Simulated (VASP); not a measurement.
Wanted: the native input for a VASP 6.6.1 run.

| Property | Result |
| --- | --- |
| Task | single point |
| Functional | PBE |
| Potentials or basis | VASP PAW PBE potentials, release 64 (K_sv) |
| Cutoff | 520 eV |
| k mesh | 10 × 10 × 10 |
| Occupations | fermi-dirac, width 0.08 eV |
| Spin | no spin polarisation |
| Dipole correction | no |
| Further INCAR settings | ALGO = Normal; EDIFF = 1e-07; NBANDS = 10 |

The structure of K lies in POSCAR:

```
K
1.0
   -2.6693463691      2.6693463691      2.6693463691
    2.6693463691     -2.6693463691      2.6693463691
    2.6693463691      2.6693463691     -2.6693463691
K
1
Direct
    0.0000000000      0.0000000000      0.0000000000
```

These files were run (other wordings do the same):

INCAR

```
  ALGO = Normal
  EDIFF = 1E-7
  ENCUT = 520
  GGA = PE
  ISIF = 2
  ISMEAR = -1
  LASPH = T
  LCHARG = F
  LREAL = F
  LWAVE = F
  NBANDS = 10
  NELM = 80
  PREC = Accurate
  SIGMA = 0.08
```

KPOINTS

```
k-points
0
Gamma
  10 10 10
```

Potentials or basis: VASP PAW PBE potentials, release 64 (K_sv).

Run with:

```sh
$ cat potpaw_PBE.64/K_sv/POTCAR > POTCAR
$ mpirun -np 1 vasp_std > vasp.out
```

It gave:

```yaml
Pressure: -0.1 GPa
Band_gap_on_the_k_mesh: zero (an odd number of electrons rules out a gap without spin polarisation)
```

Wall time 22 s on 1 thread of Intel(R) Xeon(R) Platinum 8488C (Sapphire Rapids), with other jobs on the host, peak memory 0.21 GiB.
